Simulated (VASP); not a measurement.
# V (Im-3m) in VASP: notebook

Runs on V. Level: PBE. Tasks: single point.

Program: VASP 6.6.1. These are calculated values, not measurements. Logs are shortened: lines on timing, memory, paths and dates and some standing lists are left out, and cuts for length are marked.

## (1) The cell of the first run

Symmetry: Im-3m, No. 229, cubic system. Conventional cell: a = 3.024 Å, b = 3.024 Å, c = 3.024 Å, α = 90.00°, β = 90.00°, γ = 90.00°. Within 3.5 Å of V (site symmetry m-3m) lie 14 V at 2.62 to 3.02 Å.

## (2) Single point, PBE

INCAR reads:

```
ALGO = Normal
EDIFF = 1E-6
ENCUT = 500
GGA = PE
GGA_COMPAT = F
ISIF = 2
ISMEAR = -1
ISYM = 0
LASPH = T
LCHARG = F
LREAL = F
LWAVE = F
NBANDS = 20
NELM = 120
PREC = Accurate
SIGMA = 0.05
```

KPOINTS reads:

```
k-points
0
Gamma
  11 12 6
```

POSCAR reads:

```
V
1.0
    0.0000000000     -3.0236000000      0.0000000000
   -1.5118000000      1.5118000000     -1.5118000000
    3.0236000000      0.0000000000     -3.0236000000
V
2
Direct
    0.0000000000      0.0000000000      0.0000000000
    0.5000000000      0.0000000000      0.5000000000
```

Potentials or basis: VASP PAW PBE potentials, release 64 (V_sv).

On the command line:

```
cat potpaw_PBE.64/V_sv/POTCAR > POTCAR
mpirun -np 1 vasp_std > vasp.out
```

OUTCAR:

```text
EDIFF = 1E-6
   ENCUT = 500
   GGA = PE
   ISIF = 2
   ISMEAR = -1
   ISYM = 0
   LASPH = T
   LREAL = F
   NELM = 120
   PREC = Accurate

 ion  position               nearest neighbor table
   1  0.000  0.000  0.000-   2 2.62   2 2.62   2 2.62   2 2.62
   2  0.500  0.000  0.500-   1 2.62   1 2.62   1 2.62   1 2.62

IMPORTANT INFORMATION: All symmetrisations will be switched off!
NOSYMM: (Re-)initialisation of all symmetry stuff for point group C_1.

----------------------------------------------------------------------------------------

                                     Primitive cell

  volume of cell :      27.6422

  direct lattice vectors                    reciprocal lattice vectors
     0.000000000 -3.023600000  0.000000000    -0.165365789 -0.330731578 -0.165365789
    -1.511800000  1.511800000 -1.511800000    -0.330731578  0.000000000 -0.330731578
     3.023600000  0.000000000 -3.023600000     0.165365789  0.000000000 -0.165365789

  length of vectors
     3.023600000  2.618514411  4.276016127     0.405061804  0.467725083  0.233862542

  position of ions in fractional coordinates (direct lattice)
     0.000000000  0.000000000  0.000000000
     0.500000000  0.000000000  0.500000000

  ion indices of the primitive-cell ions
   primitive index   ion index
                 1           1
                 2           2

----------------------------------------------------------------------------------------

 KPOINTS: k-points

Automatic generation of k-mesh.
 Grid dimensions read from file:
 generate k-points for:   11   12    6

 Generating k-lattice:

  Cartesian coordinates                     Fractional coordinates (reciprocal lattice)
    -0.015033254 -0.030066507 -0.015033254     0.090909091  0.000000000  0.000000000
    -0.027560965  0.000000000 -0.027560965     0.000000000  0.083333333  0.000000000
     0.027560965  0.000000000 -0.027560965     0.000000000  0.000000000  0.166666667

  Length of vectors
     0.036823800  0.038977090  0.038977090

  Shift w.r.t. Gamma in fractional coordinates (k-lattice)
     0.000000000  0.000000000  0.000000000

 -----------------------------------------------------------------------------
|                                                                             |
|           W    W    AA    RRRRR   N    N  II  N    N   GGGG   !!!           |
|           W    W   A  A   R    R  NN   N  II  NN   N  G    G  !!!           |
|           W    W  A    A  R    R  N N  N  II  N N  N  G       !!!           |
|           W WW W  AAAAAA  RRRRR   N  N N  II  N  N N  G  GGG   !            |
|           WW  WW  A    A  R   R   N   NN  II  N   NN  G    G                |
|           W    W  A    A  R    R  N    N  II  N    N   GGGG   !!!           |
|                                                                             |
|     Your reciprocal lattice and k-lattice belong to different lattice       |
|     classes:                                                                |
|                                                                             |
|        The reciprocal lattice is base centered orthorhombic,                |
|        whereas your k-lattice is simple monoclinic.                         |
|                                                                             |
|     Results are often still useful ...                                      |
|                                                                             |
 -----------------------------------------------------------------------------

 WARNING: IBZKPT: internal override: KBLOWUP is changed to .FALSE.
      ... skipping the blow-up phase ...

 Subroutine IBZKPT returns following result:
 ===========================================

 Found    398 irreducible k-points:

 Following reciprocal coordinates:
            Coordinates               Weight
  0.000000  0.000000  0.000000      1.000000
  0.090909  0.000000  0.000000      2.000000
  0.181818  0.000000  0.000000      2.000000
  0.272727  0.000000  0.000000      2.000000
  0.363636  0.000000  0.000000      2.000000
  0.454545  0.000000  0.000000      2.000000
[... 16 lines left out ...]
  0.454545  0.166667  0.000000      2.000000
 -0.454545  0.166667  0.000000      2.000000
 [... further k-points ...]
   k-points           NKPTS =    398   k-points in BZ     NKDIM =    398   number of bands    NBANDS=     20
   number of dos      NEDOS =    301   number of ions     NIONS =      2
   total plane-waves  NPLWV =  15360
   dimension x,y,z NGX =    24 NGY =   20 NGZ =   32
   dimension x,y,z NGXF=    48 NGYF=   40 NGZF=   64
   ions per type =               2
   NGX,Y,Z   is equivalent  to a cutoff of  13.20, 12.70, 12.44 a.u.
   NGXF,Y,Z  is equivalent  to a cutoff of  26.39, 25.40, 24.88 a.u.
 SYSTEM =  unknown system
   PREC   = accura    normal or accurate (medium, high low for compatibility)
   ISTART =      0    job   : 0-new  1-cont  2-samecut
   ICHARG =      2    charge: 1-file 2-atom 10-const
   ISPIN  =      1    spin polarized calculation?
   LNONCOLLINEAR =      F non collinear calculations
   LSORBIT =      F    spin-orbit coupling
   LASPH  =      T    aspherical Exc in radial PAW
   ENCUT  =  500.0 eV  36.75 Ry    6.06 a.u.   5.51  4.77  7.80*2*pi/ulx,y,z
   NELM   =    120;   NELMIN=  2; NELMDL= -5     # of ELM steps
   EDIFF  = 0.1E-05   stopping-criterion for ELM
   LREAL  =      F    real-space projection
   EDIFFG = 0.1E-04   stopping-criterion for IOM
   NSW    =      0    number of steps for IOM
   IBRION =     -1    ionic relax: 0-MD 1-quasi-New 2-CG
   NFREE  =      0    steps in history (QN), initial steepest desc. (CG)
   ISIF   =      2    stress and relaxation
   ISYM   =      0    0-nonsym 1-usesym 2-fastsym
   POTIM  = 0.5000    time-step for ionic-motion
   TEBEG  =    0.0;   TEEND  =   0.0 temperature during run
   PSTRESS=    0.0 pullay stress
   NELECT =      26.0000    total number of electrons
   NUPDOWN=      -1.0000    fix difference up-down
   EMIN   =  10.00;   EMAX   =-10.00  energy-range for DOS
   EFERMI =   0.00;   METHOD = LEGACY
   ISMEAR =    -1;   SIGMA  =   0.05  broadening in eV -4-tet -1-fermi 0-gaus
   EFERMI_NEDOS =   21; number of points for ismear=-14 and -15
   IALGO  =     38    algorithm
   IMIX   =      4    mixing-type and parameters
     AMIX     =   0.40;   BMIX     =  1.00
     AMIX_MAG =   1.60;   BMIX_MAG =  1.00
  volume/ion in A,a.u.               =      13.82        93.27
  Fermi-wavevector in a.u.,A,eV,Ry     =   1.604014  3.031148 35.005918  2.572862
  Thomas-Fermi vector in A             =   2.700586
   LORBIT       =      0    0 simple, 1 ext, 2 COOP (PROOUT), +10 PAW based schemes
   GGA     = PE    functional components
   LHFCALC =     F    Hartree Fock is set to
   AEXX    =    0.0000 exact exchange contribution
   IVDW    =     0    specifies the selected vdW correction
   LEPSILON=     F    determine dielectric tensor
   LRPA    =     F    only Hartree local field effects (RPA)
 non-spin polarized calculation
  energy-cutoff  :      500.00
  volume of cell :       27.64
 maximum number of plane-waves:       720
 NGX is ok and might be reduce to    24
   NGX = 11   NGY =  9   NGZ = 15

 number of electron      25.9999993 magnetization

 Free energy of the ion-electron system (eV)
  ---------------------------------------------------
  ext. energy  EPLUGINS =         0.00000000
  ---------------------------------------------------
  free energy    TOTEN  =       -17.98904359 eV

  energy without entropy =      -17.95794704  energy(sigma->0) =      -17.97349532

 E-fermi :   9.3834     XC(G=0): -12.7655

 val. band max:        9.3816903733   @ k =   0.0909   0.0833   0.5000
 cond. band min:       9.3846967710   @ k =   0.0000   0.0000   0.3333
 fundamental gap:      0.0030063977
 Fermi energy:         9.3833634589

 k-point     1 :       0.0000    0.0000    0.0000
  band No.  band energies     occupation
      1     -54.3597      2.00000
      2     -54.1812      2.00000
      3     -28.5279      2.00000
      4     -27.9610      2.00000
      5     -27.7071      2.00000
      6     -27.7028      2.00000
[... 12 lines left out ...]
     19      12.0850      0.00000
     20      13.3668      0.00000

 k-point     2 :       0.0909    0.0000    0.0000
  band No.  band energies     occupation
      1     -54.3491      2.00000
      2     -54.1778      2.00000
      3     -28.5057      2.00000
      4     -27.9811      2.00000
      5     -27.7520      2.00000
      6     -27.7324      2.00000
[... 12 lines left out ...]
     19      12.3218      0.00000
     20      13.9125      0.00000

 k-point     3 :       0.1818    0.0000    0.0000
  band No.  band energies     occupation
      1     -54.3199      2.00000
      2     -54.1694      2.00000
      3     -28.4420      2.00000
      4     -28.0551      2.00000
      5     -27.8922      2.00000
      6     -27.7777      2.00000
[... 12 lines left out ...]
     19      12.3163      0.00000
     20      15.2660      0.00000

 k-point     4 :       0.2727    0.0000    0.0000
  band No.  band energies     occupation
      1     -54.2786      2.00000
      2     -54.1611      2.00000
      3     -28.3452      2.00000
      4     -28.1810      2.00000
      5     -28.0748      2.00000
      6     -27.8017      2.00000
[... 12 lines left out ...]
     19      12.1436      0.00000
     20      16.9314      0.00000

 k-point     5 :       0.3636    0.0000    0.0000
  band No.  band energies     occupation
      1     -54.2343      2.00000
      2     -54.1596      2.00000
      3     -28.3053      2.00000
      4     -28.2443      2.00000
      5     -28.2276      2.00000
      6     -27.8821      2.00000
[... 12 lines left out ...]
     19      12.4646      0.00000
     20      17.4757      0.00000
[... 353 lines left out ...]
      6     -27.9068      2.00000
[... 12 lines left out ...]
     19      13.5414      0.00000
     20      17.2896      0.00000

 k-point    22 :       0.3636    0.1667    0.0000
  band No.  band energies     occupation
      1     -54.1889      2.00000
      2     -54.1424      2.00000
      3     -28.3539      2.00000
      4     -28.3529      2.00000
      5     -28.1342      2.00000
      6     -27.9228      2.00000
[... 12 lines left out ...]
     19      15.0096      0.00000
     20      15.0985      0.00000

 k-point    23 :       0.4545    0.1667    0.0000
  band No.  band energies     occupation
      1     -54.1738      2.00000
      2     -54.1730      2.00000
      3     -28.3020      2.00000
      4     -28.2854      2.00000
      5     -28.0388      2.00000
      6     -28.0320      2.00000
[... 12 lines left out ...]
     19      13.4312      0.00000
     20      16.6922      0.00000

 k-point    24 :      -0.4545    0.1667    0.0000
  band No.  band energies     occupation
      1     -54.2158      2.00000
      2     -54.1680      2.00000
      3     -28.1902      2.00000
      4     -28.1631      2.00000
      5     -28.1515      2.00000
      6     -27.9706      2.00000
[... 12 lines left out ...]
     19      12.6488      0.00000
     20      18.5865      0.00000

 [... further k-points ...]

------------------------ aborting loop because EDIFF is reached ----------------------------------------

  FORCE on cell =-STRESS in cart. coord.  units (eV):
  Direction    XX          YY          ZZ          XY          YZ          ZX
  --------------------------------------------------------------------------------------
  -------------------------------------------------------------------------------------
  Total       -0.7995008     -0.7425477     -0.7995011     -0.0073218     -0.0073230     -0.0421379
  in kB      -46.3400471    -43.0389763    -46.3400655     -0.4243807     -0.4244482     -2.4423655
  external PRESSURE =     -45.2396963 kB  Pullay stress =       0.0000000 kB

 VOLUME and BASIS-vectors are now :
 -----------------------------------------------------------------------------
  energy-cutoff  :      500.00
  volume of cell :       27.64
      direct lattice vectors                 reciprocal lattice vectors
     0.000000000 -3.023600000  0.000000000    -0.165365789 -0.330731578 -0.165365789
    -1.511800000  1.511800000 -1.511800000    -0.330731578  0.000000000 -0.330731578
     3.023600000  0.000000000 -3.023600000     0.165365789  0.000000000 -0.165365789

 POSITION                                       TOTAL-FORCE (eV/Angst)
 -----------------------------------------------------------------------------------
      0.00000      0.00000      0.00000         0.000000      0.000000     -0.000000
      1.51180     -1.51180     -1.51180        -0.000000     -0.000000      0.000000
 -----------------------------------------------------------------------------------
    total drift:                                0.000000      0.000000     -0.000000

  FREE ENERGIE OF THE ION-ELECTRON SYSTEM (eV)
  ---------------------------------------------------
  free  energy   TOTEN  =       -17.9890435925 eV

  energy  without entropy=      -17.9579470431  energy(sigma->0) =      -17.97349532
```

It took 2.4 min on 1 thread of Oxide Virtual Turin-like, shared host; peak memory 0.24 GiB.

Results:

| Quantity | Value |
| --- | --- |
| Free energy | -17.9890 eV |
| Pressure | -4.5 GPa |
| Band gap on the k mesh | zero (bands 13 and 14 overlap by 2.34 eV) |

Caveat: the cell stands under tension.

## (3) Single point, PBE, collinear spin, zero start

INCAR reads:

```
ALGO = Normal ; EDIFF = 1E-6
ENCUT = 500 ; GGA = PE
GGA_COMPAT = F ; ISIF = 2
ISMEAR = -1 ; ISPIN = 2
ISYM = 0 ; LASPH = T
LCHARG = F ; LMAXMIX = 4
LORBIT = 11 ; LREAL = F
LWAVE = F ; MAGMOM = 0 0
NBANDS = 24 ; NELM = 200
PREC = Accurate ; SIGMA = 0.05
```

KPOINTS is that of step 2.

POSCAR is that of step 2.

Potentials or basis: VASP PAW PBE potentials, release 64 (V_sv).

On the command line:

```
cat potpaw_PBE.64/V_sv/POTCAR > POTCAR
mpirun -np 1 vasp_std > vasp.out
```

It took 6.6 min on 1 thread of Oxide Virtual Turin-like, shared host; peak memory 0.38 GiB.

The run converged. Its results:

```yaml
Free_energy: -17.9890 eV
Pressure: -4.5 GPa
Band_gap_on_the_k_mesh: zero (filled and empty bands overlap)
Net_moment: 0.00 μB per cell
Valence_electrons_inside_the_program's_atomic_spheres: V 11.61
```

Stress tensor (GPa, compression positive):
```
-4.64 -0.04 -0.24
-0.04 -4.31 -0.04
-0.24 -0.04 -4.64
```

Levels at points of the mesh, in eV from the Fermi level:
Spin up:
```csv
k point,band 11,band 12,band 13,band 14,band 15,band 16
"(0.00, 0.00, 0.00)",-1.07,0.41,0.41,0.41,1.56,2.35
"(0.00, 0.50, 0.00)",-2.87,-1.07,1.56,2.35,2.70,3.60
"(0.00, 0.00, 0.50)",-0.38,-0.38,-0.01,-0.01,1.97,1.97
"(0.00, 0.50, 0.50)",-1.53,-1.53,0.75,0.75,1.54,1.54
```
Spin down:
| k point | band 11 | band 12 | band 13 | band 14 | band 15 | band 16 |
| --- | --- | --- | --- | --- | --- | --- |
| (0.00, 0.00, 0.00) | -1.07 | 0.41 | 0.41 | 0.41 | 1.56 | 2.35 |
| (0.00, 0.50, 0.00) | -2.87 | -1.07 | 1.56 | 2.35 | 2.70 | 3.60 |
| (0.00, 0.00, 0.50) | -0.38 | -0.38 | -0.01 | -0.01 | 1.97 | 1.97 |
| (0.00, 0.50, 0.50) | -1.53 | -1.53 | 0.75 | 0.75 | 1.54 | 1.54 |

Caveat: the cell stands under tension; no moment was typed at the start, so none could form.
